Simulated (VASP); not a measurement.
Wanted: the native input for a VASP 6.6.1 run.

- Task: single point
- Functional: PBE
- Potentials or basis: VASP PAW PBE potentials, release 64 (Ca_sv, O)
- Cutoff: 520 eV
- k mesh: 10 × 10 × 10
- Occupations: fermi-dirac, width 0.02 eV
- Spin: no spin polarisation
- Dipole correction: no
- Further INCAR settings: ALGO = Normal; EDIFF = 1e-06; NBANDS = 15

The structure of CaO (Lime) lies in POSCAR:

```
CaO
1.0
    0.0000000000      2.3975473909      2.3975473909
    2.3975473909      0.0000000000      2.3975473909
    2.3975473909      2.3975473909      0.0000000000
Ca O
1 1
Direct
    0.0000000000      0.0000000000      0.0000000000
    0.5000000000      0.5000000000      0.5000000000
```

One way to write it, as run:

INCAR

```
PREC = Accurate
ENCUT = 520
EDIFF = 1E-6
ISMEAR = -1
SIGMA = 0.02
LREAL = F
LASPH = T
NELM = 60
ALGO = Normal
ISIF = 2
LWAVE = F
LCHARG = T
GGA = PE
LELF = T
LVHAR = T
NBANDS = 15
```

KPOINTS

```
Automatic mesh
0
Gamma
  10 10 10
```

Potentials or basis: VASP PAW PBE potentials, release 64 (Ca_sv, O).

Run with:

```sh
$ cat potpaw_PBE.64/Ca_sv/POTCAR potpaw_PBE.64/O/POTCAR > POTCAR
$ mpirun -np 1 vasp_std > vasp.out
```

It gave:

```
Pressure               : 3.1 GPa
Band gap on the k mesh : 3.63 eV, indirect (least direct gap 4.01 eV)
```

Run time: 43 s on 1 thread of Intel Xeon 8259CL, on a shared host, peak memory 0.17 GiB.
